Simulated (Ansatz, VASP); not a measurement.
**Two plane-wave programs on Sr2C**

```
C Sr
1.0
     0.00000    3.32620    3.32620
     3.32620    0.00000    3.32620
     3.32620    3.32620    0.00000
C Sr
1 2
Direct
  0.00000 0.00000 0.00000
  0.25000 0.25000 0.25000
  0.75000 0.75000 0.75000
```

Alike in both runs: task single point; functional r2SCAN; k mesh 6 × 6 × 6; occupations fermi-dirac, width 0.02 eV; no spin polarisation.

```csv
,VASP,Ansatz
version,VASP 6.6.1,Ansatz 0.2.0
potentials or method,"VASP PAW PBE potentials, release 64 (C, Sr_sv)","plane waves, PAW"
plane-wave cutoff (eV),520,500
valence electrons in the cell,24,24
```

```csv
,VASP,Ansatz,Ansatz less VASP
pressure (GPa),1.4,1.2,-0.22
```

VASP's potentials were made for PBE, not for r2SCAN.
